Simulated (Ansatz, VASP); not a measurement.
## One calculation of Ge, two programs

```
Ge
1.0
    -3.52666    3.52666    2.03518
     3.52666   -3.52666    2.03518
     3.52666    3.52666   -2.03518
Ge
4
Cartesian
  1.2589 1.2589 2.0352
  2.2678 2.2678 0.0000
  1.2589 -1.2589 2.0352
  -1.2589 1.2589 2.0352
```

Alike in both runs: functional PBE; k mesh 14 × 14 × 14; occupations gaussian, width 0.1 eV; no spin polarisation.

Ansatz relaxed the structure, and its values are those at the end. VASP's run is a single point on that final structure, the one shown.

|  | VASP | Ansatz |
| --- | --- | --- |
| version | VASP 6.6.1 | Ansatz 0.2.0 |
| potentials or method | VASP PAW PBE potentials, release 64 (Ge_d), cutoff 520 eV | scalar-relativistic, plane waves, PAW |
| valence electrons in the cell | 56 | 56 |

|  | VASP | Ansatz | Ansatz less VASP |
| --- | --- | --- | --- |
| gap on the k mesh at the Fermi level (eV) | none | none | - |
| pressure (GPa) | 0.0 | 0.0 | +0.04 |

A gap of «none» marks a metal or a gap that the smearing closes. With one functional, cell and mesh, what is left measures potentials, basis and numerics.
